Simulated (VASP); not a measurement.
# WC (Qusongite) (P-6m2) in VASP: further runs

WC (Qusongite) is run at these levels: PBE; tasks: single point, relaxation of cell and atoms.

All numbers are computed with VASP 6.6.1; they aren't measurements. Logs are shortened: lines on timing, memory, paths and dates and some standing lists are left out, and cuts for length are marked.

## (1) The cell of the first run

Symmetry: P-6m2, No. 187, hexagonal system. The conventional cell has a = 2.909 Å, b = 2.909 Å, c = 2.836 Å, α = 90.00°, β = 90.00°, γ = 120.00°. W (site symmetry -6m2) has 6 C at 2.20 Å and 2 W at 2.84 Å within 2.9 Å. C (site symmetry -6m2) has 6 W at 2.20 Å and 2 C at 2.84 Å within 2.9 Å.

## (2) Single point, PBE

INCAR reads:

```
PREC = Accurate ; ENCUT = 520
EDIFF = 1E-7 ; ISMEAR = -1
SIGMA = 0.05 ; LREAL = F
LASPH = T ; NELM = 60
ALGO = Normal ; ISIF = 2
LWAVE = F ; LCHARG = T
GGA = PE ; LELF = T
LVHAR = T ; NBANDS = 16
```

KPOINTS reads:

```
regular mesh
0
Gamma
  10 10 9
```

POSCAR reads:

```
WC
1.0
    2.9092585973      0.0000000000      0.0000000000
   -1.4546292986      2.5194918514      0.0000000000
    0.0000000000      0.0000000000      2.8357064123
W C
1 1
Direct
    0.0000000000      0.0000000000      0.0000000000
    0.6666666667      0.3333333333      0.5000000000
```

Potentials or basis: VASP PAW PBE potentials, release 64 (W_sv, C).

Launch:

```console
$ cat potpaw_PBE.64/W_sv/POTCAR potpaw_PBE.64/C/POTCAR > POTCAR
$ mpirun -np 1 vasp_std > vasp.out
```

OUTCAR:

```text
PREC = Accurate
   ENCUT = 520
   EDIFF = 1E-7
   ISMEAR = -1
   LREAL = F
   LASPH = T
   NELM = 60
   ISIF = 2
   GGA = PE

 ion  position               nearest neighbor table
   1  0.000  0.000  0.000-   2 2.20   2 2.20   2 2.20   2 2.20   2 2.20   2 2.20
   2  0.667  0.333  0.500-   1 2.20   1 2.20   1 2.20   1 2.20   1 2.20   1 2.20

  LATTYP: Found a hexagonal cell.
 ALAT       =     2.9092585973
 C/A-ratio  =     0.9747178937

  Lattice vectors:

 A1 = (   2.9092585973,   0.0000000000,   0.0000000000)
 A2 = (  -1.4546292986,   2.5194918514,   0.0000000000)
 A3 = (   0.0000000000,   0.0000000000,   2.8357064123)

Analysis of symmetry for initial positions (statically):
=====================================================================
 Subroutine PRICEL returns:
 Original cell was already a primitive cell.

 Routine SETGRP: Setting up the symmetry group for a
 hexagonal supercell.

 Subroutine GETGRP returns: Found 12 space group operations
 (whereof 12 operations were pure point group operations)
 out of a pool of 24 trial point group operations.

The static configuration has the point symmetry D_3h.

Analysis of symmetry for dynamics (positions and initial velocities):
=====================================================================
 Subroutine PRICEL returns:
 Original cell was already a primitive cell.

 Routine SETGRP: Setting up the symmetry group for a
 hexagonal supercell.

 Subroutine GETGRP returns: Found 12 space group operations
 (whereof 12 operations were pure point group operations)
 out of a pool of 24 trial point group operations.

The dynamic configuration has the point symmetry D_3h.

 Subroutine INISYM returns: Found 12 space group operations
 (whereof 12 operations are pure point group operations),
 and found     1 'primitive' translations

----------------------------------------------------------------------------------------

                                     Primitive cell

  volume of cell :      20.7853

  direct lattice vectors                    reciprocal lattice vectors
     2.909258597  0.000000000  0.000000000     0.343730186  0.198452716  0.000000000
    -1.454629299  2.519491851  0.000000000     0.000000000  0.396905431  0.000000000
     0.000000000  0.000000000  2.835706412     0.000000000  0.000000000  0.352645815

  length of vectors
     2.909258597  2.909258597  2.835706412     0.396905431  0.396905431  0.352645815

  position of ions in fractional coordinates (direct lattice)
     0.000000000  0.000000000  0.000000000
     0.666666667  0.333333333  0.500000000

  ion indices of the primitive-cell ions
   primitive index   ion index
                 1           1
                 2           2

----------------------------------------------------------------------------------------

 KPOINTS: regular mesh

Automatic generation of k-mesh.
 Grid dimensions read from file:
 generate k-points for:   10   10    9

 Generating k-lattice:

  Cartesian coordinates                     Fractional coordinates (reciprocal lattice)
     0.034373019  0.019845272  0.000000000     0.100000000  0.000000000  0.000000000
     0.000000000  0.039690543  0.000000000     0.000000000  0.100000000  0.000000000
     0.000000000  0.000000000  0.039182868     0.000000000  0.000000000  0.111111111

  Length of vectors
     0.039690543  0.039690543  0.039182868

  Shift w.r.t. Gamma in fractional coordinates (k-lattice)
     0.000000000  0.000000000  0.000000000

 Subroutine IBZKPT returns following result:
 ===========================================

 Found     70 irreducible k-points:

 Following reciprocal coordinates:
            Coordinates               Weight
  0.000000  0.000000  0.000000      1.000000
  0.100000 -0.000000  0.000000      6.000000
  0.200000 -0.000000  0.000000      6.000000
  0.300000 -0.000000  0.000000      6.000000
  0.400000 -0.000000  0.000000      6.000000
  0.500000 -0.000000  0.000000      3.000000
[... 16 lines left out ...]
  0.300000  0.100000  0.111111     24.000000
  0.400000  0.100000  0.111111     24.000000
 [... further k-points ...]
   k-points           NKPTS =     70   k-points in BZ     NKDIM =     70   number of bands    NBANDS=     16
   number of dos      NEDOS =    301   number of ions     NIONS =      2
   total plane-waves  NPLWV =  13824
   dimension x,y,z NGX =    24 NGY =   24 NGZ =   24
   dimension x,y,z NGXF=    48 NGYF=   48 NGZF=   48
   ions per type =               1   1
   NGX,Y,Z   is equivalent  to a cutoff of  13.71, 13.71, 14.07 a.u.
   NGXF,Y,Z  is equivalent  to a cutoff of  27.43, 27.43, 28.14 a.u.
 SYSTEM =  unknown system
   PREC   = accura    normal or accurate (medium, high low for compatibility)
   ISTART =      0    job   : 0-new  1-cont  2-samecut
   ICHARG =      2    charge: 1-file 2-atom 10-const
   ISPIN  =      1    spin polarized calculation?
   LNONCOLLINEAR =      F non collinear calculations
   LSORBIT =      F    spin-orbit coupling
   LASPH  =      T    aspherical Exc in radial PAW
   ENCUT  =  520.0 eV  38.22 Ry    6.18 a.u.   5.41  5.41  5.27*2*pi/ulx,y,z
   NELM   =     60;   NELMIN=  2; NELMDL= -5     # of ELM steps
   EDIFF  = 0.1E-06   stopping-criterion for ELM
   LREAL  =      F    real-space projection
   EDIFFG = 0.1E-05   stopping-criterion for IOM
   NSW    =      0    number of steps for IOM
   IBRION =     -1    ionic relax: 0-MD 1-quasi-New 2-CG
   NFREE  =      0    steps in history (QN), initial steepest desc. (CG)
   ISIF   =      2    stress and relaxation
   ISYM   =      2    0-nonsym 1-usesym 2-fastsym
   POTIM  = 0.5000    time-step for ionic-motion
   TEBEG  =    0.0;   TEEND  =   0.0 temperature during run
   PSTRESS=    0.0 pullay stress
   NELECT =      18.0000    total number of electrons
   NUPDOWN=      -1.0000    fix difference up-down
   EMIN   =  10.00;   EMAX   =-10.00  energy-range for DOS
[... 5 lines left out ...]
     AMIX     =   0.40;   BMIX     =  1.00
     AMIX_MAG =   1.60;   BMIX_MAG =  1.00
  volume/ion in A,a.u.               =      10.39        70.13
  Fermi-wavevector in a.u.,A,eV,Ry     =   1.560439  2.948802 33.129779  2.434970
  Thomas-Fermi vector in A             =   2.663651
   LORBIT       =      0    0 simple, 1 ext, 2 COOP (PROOUT), +10 PAW based schemes
   GGA     = PE    functional components
   LHFCALC =     F    Hartree Fock is set to
   AEXX    =    0.0000 exact exchange contribution
   IVDW    =     0    specifies the selected vdW correction
   LEPSILON=     F    determine dielectric tensor
   LRPA    =     F    only Hartree local field effects (RPA)
 non-spin polarized calculation
  energy-cutoff  :      520.00
  volume of cell :       20.79
 maximum number of plane-waves:       580
 NGX is ok and might be reduce to    24
   NGX = 11   NGY = 11   NGZ = 11

 number of electron      18.0000001 magnetization

 Free energy of the ion-electron system (eV)
  ---------------------------------------------------
  ext. energy  EPLUGINS =         0.00000000
  ---------------------------------------------------
  free energy    TOTEN  =       -22.44788029 eV

  energy without entropy =      -22.44600891  energy(sigma->0) =      -22.44694460

 E-fermi :  11.0522     XC(G=0): -13.7910

 val. band max:       10.9639485041   @ k =   0.0000   0.0000   0.3333
 cond. band min:      11.0676360235   @ k =   0.1000  -0.0000   0.3333
 fundamental gap:      0.1036875194
 Fermi energy:        11.0521882635

 k-point     1 :       0.0000    0.0000    0.0000
  band No.  band energies     occupation
      1     -62.9476      2.00000
      2     -26.9285      2.00000
      3     -26.8276      2.00000
      4     -26.8276      2.00000
      5      -3.3856      2.00000
      6       6.7546      2.00000
[... 8 lines left out ...]
     15      25.3922      0.00000
     16      27.7681      0.00000

 k-point     2 :       0.1000   -0.0000    0.0000
  band No.  band energies     occupation
      1     -62.9421      2.00000
      2     -26.9181      2.00000
      3     -26.9086      2.00000
      4     -26.8459      2.00000
      5      -3.1260      2.00000
      6       6.7818      2.00000
[... 8 lines left out ...]
     15      24.9481      0.00000
     16      28.3124      0.00000

 k-point     3 :       0.2000   -0.0000    0.0000
  band No.  band energies     occupation
      1     -62.9277      2.00000
      2     -27.1163      2.00000
      3     -26.8937      2.00000
      4     -26.8907      2.00000
      5      -2.4118      2.00000
      6       6.0495      2.00000
[... 8 lines left out ...]
     15      24.7652      0.00000
     16      29.4918      0.00000

 k-point     4 :       0.3000   -0.0000    0.0000
  band No.  band energies     occupation
      1     -62.9099      2.00000
      2     -27.3646      2.00000
      3     -26.9520      2.00000
      4     -26.8567      2.00000
      5      -1.4265      2.00000
      6       5.0643      2.00000
[... 8 lines left out ...]
     15      25.6787      0.00000
     16      28.3472      0.00000

 k-point     5 :       0.4000   -0.0000    0.0000
  band No.  band energies     occupation
      1     -62.8955      2.00000
      2     -27.5593      2.00000
      3     -26.9988      2.00000
      4     -26.8290      2.00000
      5      -0.4784      2.00000
      6       4.3211      2.00000
[... 8 lines left out ...]
     15      25.0172      0.00000
     16      28.1953      0.00000

 k-point     6 :       0.5000   -0.0000    0.0000
  band No.  band energies     occupation
      1     -62.8900      2.00000
      2     -27.6323      2.00000
      3     -27.0165      2.00000
      4     -26.8184      2.00000
      5      -0.0498      2.00000
      6       4.0258      2.00000
[... 8 lines left out ...]
     15      23.8679      0.00000
     16      29.1340      0.00000

 k-point     7 :       0.1000    0.1000    0.0000
  band No.  band energies     occupation
      1     -62.9322      2.00000
      2     -27.0469      2.00000
      3     -26.8992      2.00000
      4     -26.8850      2.00000
      5      -2.6377      2.00000
      6       6.3325      2.00000
[... 8 lines left out ...]
     15      24.7401      0.00000
     16      29.0768      0.00000

 k-point     8 :       0.2000    0.1000    0.0000
  band No.  band energies     occupation
      1     -62.9161      2.00000
      2     -27.2604      2.00000
      3     -26.9524      2.00000
      4     -26.8685      2.00000
      5      -1.7772      2.00000
      6       5.4472      2.00000
[... 8 lines left out ...]
     15      25.1919      0.00000
     16      29.1771      0.00000

 k-point     9 :       0.3000    0.1000    0.0000
  band No.  band energies     occupation
      1     -62.9000      2.00000
      2     -27.4669      2.00000
      3     -27.0199      2.00000
      4     -26.8376      2.00000
      5      -0.7757      2.00000
      6       4.6483      2.00000
[... 8 lines left out ...]
     15      26.1265      0.00000
     16      27.5259      0.00000
[... 172 lines left out ...]
 k-point    19 :       0.4000   -0.0000    0.1111
  band No.  band energies     occupation
      1     -62.8909      2.00000
      2     -27.5467      2.00000
      3     -26.9897      2.00000
      4     -26.9131      2.00000
      5      -0.3649      2.00000
      6       4.2915      2.00000
[... 8 lines left out ...]
     15      24.6578      0.00000
     16      28.0582      0.00000

 k-point    20 :       0.5000   -0.0000    0.1111
  band No.  band energies     occupation
      1     -62.8854      2.00000
      2     -27.6192      2.00000
      3     -27.0073      2.00000
      4     -26.9018      2.00000
      5       0.0271      2.00000
      6       3.9486      2.00000
[... 8 lines left out ...]
     15      23.9178      0.00000
     16      28.9207      0.00000

 k-point    21 :       0.1000    0.1000    0.1111
  band No.  band energies     occupation
      1     -62.9274      2.00000
      2     -27.0395      2.00000
      3     -26.9863      2.00000
      4     -26.8767      2.00000
      5      -2.3735      2.00000
      6       6.4904      2.00000
[... 8 lines left out ...]
     15      24.5389      0.00000
     16      28.6782      0.00000

 k-point    22 :       0.2000    0.1000    0.1111
  band No.  band energies     occupation
      1     -62.9114      2.00000
      2     -27.2500      2.00000
      3     -26.9550      2.00000
      4     -26.9436      2.00000
      5      -1.5650      2.00000
      6       5.6031      2.00000
[... 8 lines left out ...]
     15      24.6726      0.00000
     16      28.7364      0.00000

 k-point    23 :       0.3000    0.1000    0.1111
  band No.  band energies     occupation
      1     -62.8953      2.00000
      2     -27.4549      2.00000
      3     -27.0106      2.00000
      4     -26.9222      2.00000
      5      -0.6406      2.00000
      6       4.7321      2.00000
[... 8 lines left out ...]
     15      25.3162      0.00000
     16      27.6430      0.00000

 k-point    24 :       0.4000    0.1000    0.1111
  band No.  band energies     occupation
      1     -62.8854      2.00000
      2     -27.5787      2.00000
      3     -27.0517      2.00000
      4     -26.9018      2.00000
      5       0.0403      2.00000
      6       4.1676      2.00000
[... 8 lines left out ...]
     15      24.4336      0.00000
     16      28.4743      0.00000

 [... further k-points ...]
[... 5 lines left out ...]
  --------------------------------------------------------------------------------------
  -------------------------------------------------------------------------------------
  Total        0.7825901      0.7825901      0.8203612      0.0000000     -0.0000000     -0.0000000
  in kB       60.3237609     60.3237609     63.2352396      0.0000000     -0.0000000     -0.0000000
  external PRESSURE =      61.2942538 kB  Pullay stress =       0.0000000 kB

 VOLUME and BASIS-vectors are now :
 -----------------------------------------------------------------------------
  energy-cutoff  :      520.00
  volume of cell :       20.79
      direct lattice vectors                 reciprocal lattice vectors
     2.909258597  0.000000000  0.000000000     0.343730186  0.198452716  0.000000000
    -1.454629299  2.519491851  0.000000000     0.000000000  0.396905431  0.000000000
     0.000000000  0.000000000  2.835706412     0.000000000  0.000000000  0.352645815

 POSITION                                       TOTAL-FORCE (eV/Angst)
 -----------------------------------------------------------------------------------
      0.00000      0.00000      0.00000         0.000000      0.000000      0.000000
      1.45463      0.83983      1.41785        -0.000000      0.000000      0.000000
 -----------------------------------------------------------------------------------
    total drift:                                0.000000     -0.000000      0.000000

  FREE ENERGIE OF THE ION-ELECTRON SYSTEM (eV)
  ---------------------------------------------------
  free  energy   TOTEN  =       -22.4478802902 eV

  energy  without entropy=      -22.4460089100  energy(sigma->0) =      -22.44694460
```

Wall time 13 s (1 thread of Intel Xeon 6975P-C (Granite Rapids), shared host); peak memory 0.15 GiB.

What came out:

| Property | Result |
| --- | --- |
| Free energy | -22.4479 eV |
| Pressure | 6.1 GPa |
| Band gap on the k mesh | zero (band 9 reaches 11.71 eV, above the bottom of band 10 at 10.52 eV) |

Levels at points of the mesh, in eV from the Fermi level:
```csv
k point,band 6,band 7,band 8,band 9,band 10,band 11,band 12,band 13
"(0.00, 0.00, 0.00)",-4.30,-3.33,-3.33,0.10,3.23,3.23,5.62,5.62
"(0.50, 0.00, 0.00)",-7.03,-3.59,-3.56,-0.48,2.35,4.52,4.87,6.86
```

Caveat: spin-orbit coupling is left out, which moves the levels of the heavy elements.

[end of part 1 of 2]
